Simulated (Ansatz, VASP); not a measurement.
# Two plane-wave programs on CdH4

INCAR

```
SYSTEM = CdH4
PREC = Accurate
ENCUT = 520
EDIFF = 1E-7
ISMEAR = 0
SIGMA = 0.2879
LREAL = .FALSE.
LASPH = .TRUE.
NELM = 100
ALGO = Normal
ISIF = 2
LWAVE = .FALSE.
LCHARG = .FALSE.
GGA = PE
IVDW = 13
NBANDS = 27
```

The input KPOINTS:

```
Automatic mesh
0
G
  5 5 5
  0 0 0
```

Contents of POSCAR:

```
CdH4
1.0
    0.0000000000      4.4401230000      0.0000000000
    4.3324460000     -2.2200620000      0.0000000000
   -0.1495750000      2.2200620000     -7.4573960000
Cd H
2 8
Direct
    0.9258000000      0.7500000000      0.7500000000
    0.0742000000      0.2500000000      0.2500000000
    0.9698000000      0.4509000000      0.8035000000
    0.3224000000      0.0491000000      0.6965000000
    0.0302000000      0.5491000000      0.1965000000
    0.6776000000      0.9509000000      0.3035000000
    0.7493000000      0.6467000000      0.5765000000
    0.6791000000      0.8533000000      0.9235000000
    0.2507000000      0.3533000000      0.4235000000
    0.3209000000      0.1467000000      0.0765000000
```

Input for Ansatz:

```yaml
crystal:
  lattice:
    - [0.0, 4.440123, 0.0]
    - [4.332446, -2.220062, 0.0]
    - [-0.149575, 2.220062, -7.457396]
  atoms:
    - { symbol: Cd, position: [0.9258, 0.75, 0.75] }
    - { symbol: Cd, position: [0.0742, 0.25, 0.25] }
    - { symbol: H, position: [0.9698, 0.4509, 0.8035] }
    - { symbol: H, position: [0.3224, 0.0491, 0.6965] }
    - { symbol: H, position: [0.0302, 0.5491, 0.1965] }
    - { symbol: H, position: [0.6776, 0.9509, 0.3035] }
    - { symbol: H, position: [0.7493, 0.6467, 0.5765] }
    - { symbol: H, position: [0.6791, 0.8533, 0.9235] }
    - { symbol: H, position: [0.2507, 0.3533, 0.4235] }
    - { symbol: H, position: [0.3209, 0.1467, 0.0765] }
  symmetry: { tolerance: 0.0003 }
kpoints:
  mp_grid: { grid: [5, 5, 5], shift: [0, 0, 0] }
magnetization:
  spin_polarized: false
scf:
  occupations: { method: gaussian, width: 0.2879 }
  eigensolver: { kind: davidson }
hamiltonian:
  pseudopotentials: { kind: paw }
  xc: pbe
  dispersion: d4
basis:
  ecutwfc: 420
  precision: f64
output:
  forces: true
  stress: true
  eigenvalues: true
```

Alike in both runs: task single point; functional PBE; dispersion D4; k mesh 5 × 5 × 5; occupations gaussian, width 0.2879 eV; no spin polarisation.

```csv
,VASP,Ansatz
version,VASP 6.6.1,Ansatz 0.2.0
potentials or method,"VASP PAW PBE potentials, release 64 (Cd, H), cutoff 520 eV",PAW plane waves
valence electrons in the cell,32,48
```

```csv
,VASP,Ansatz,Ansatz less VASP
gap on the k mesh at the Fermi level (eV),none,none,-
pressure (GPa),2.6,2.3,-0.27
"traceless stress, the component that is largest in VASP (GPa)",-1.37,-1.36,+0.009
rms of the force components (eV/Å),0.800,0.764,-0.0363
```

Atom by atom the forces differ by 0.036 eV/Å (rms over components). A gap of «none» marks a metal or a gap that the smearing closes. VASP's potentials hold 32 valence electrons a cell and Ansatz's 48, so a difference there can come from the potentials and not from the codes.
